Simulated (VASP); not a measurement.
Input of a VASP 6.6.1 run:

File POSCAR:

```
Au
1.0
    2.7484100000      0.0000000000      0.0000000000
    0.0000000000      2.7484100000      0.0000000000
    0.0000000000      0.0000000000      2.7484100000
Au
1
Direct
    0.5000000000      0.5000000000      0.5000000000
```

INCAR.step1

```
PREC     = Accurate       # precision mode
ENCUT    = 600            # plane-wave cutoff, eV
EDIFF    = 1E-5           # SCF threshold, eV
ISMEAR   = -1             # smearing method
SIGMA    = 0.05           # smearing width, eV
LREAL    = F              # projectors in reciprocal space
LASPH    = T              # aspherical terms in the spheres
NELM     = 80             # most SCF steps
ALGO     = Normal         # electronic algorithm
LWAVE    = T              # write WAVECAR
LCHARG   = F              # write CHGCAR
GGA      = PE             # functional
NBANDS   = 12             # bands
```

File INCAR.step2:

```
PREC     = Accurate       # precision mode
ENCUT    = 600            # plane-wave cutoff, eV
EDIFF    = 1E-6           # SCF threshold, eV
ISMEAR   = -1             # smearing method
SIGMA    = 0.05           # smearing width, eV
LREAL    = F              # projectors in reciprocal space
LASPH    = T              # aspherical terms in the spheres
NELM     = 80             # most SCF steps
ALGO     = Normal         # electronic algorithm
ISIF     = 3              # what is computed and relaxed
LWAVE    = F              # write WAVECAR
LCHARG   = F              # write CHGCAR
GGA      = PS             # functional
LHFCALC  = T              # exact exchange
AEXX     = 0.25           # exact-exchange fraction
HFSCREEN = 0.207          # screening, 1/A
PRECFOCK = Normal       
IBRION   = 2              # ionic algorithm
NSW      = 60             # ionic steps
EDIFFG   = -0.01          # ionic threshold
ISTART   = 1
```

File KPOINTS:

```
Automatic mesh
0
Gamma
  5 5 5
```

Potentials or basis: VASP PAW PBE potentials, release 64 (Au).

The run is started by

```console
$ cat potpaw_PBE.64/Au/POTCAR > POTCAR
$ cp INCAR.step1 INCAR
$ mpirun -np 1 vasp_std > vasp.out
$ cp INCAR.step2 INCAR
$ mpirun -np 1 vasp_std > vasp.out
```

What does it give for the relaxed cell?

a = 2.705 Å, b = 2.705 Å, c = 2.705 Å, α = 90.00°, β = 90.00°, γ = 90.00°.

Predict the relaxed volume.

19.79 Å³/atom.

Final structure:
```yaml
crystal:
  lattice:
    - [2.70491, 0.00000, 0.00000]
    - [0.00000, 2.70491, 0.00000]
    - [0.00000, 0.00000, 2.70491]
  atoms:
    - { symbol: Au, position: [0.50000, 0.50000, 0.50000] }
```

Caveat: the k points lie up to 0.46 Å⁻¹ apart in the final cell; the PAW data sets were made with another functional, which shifts forces and pressure a little.
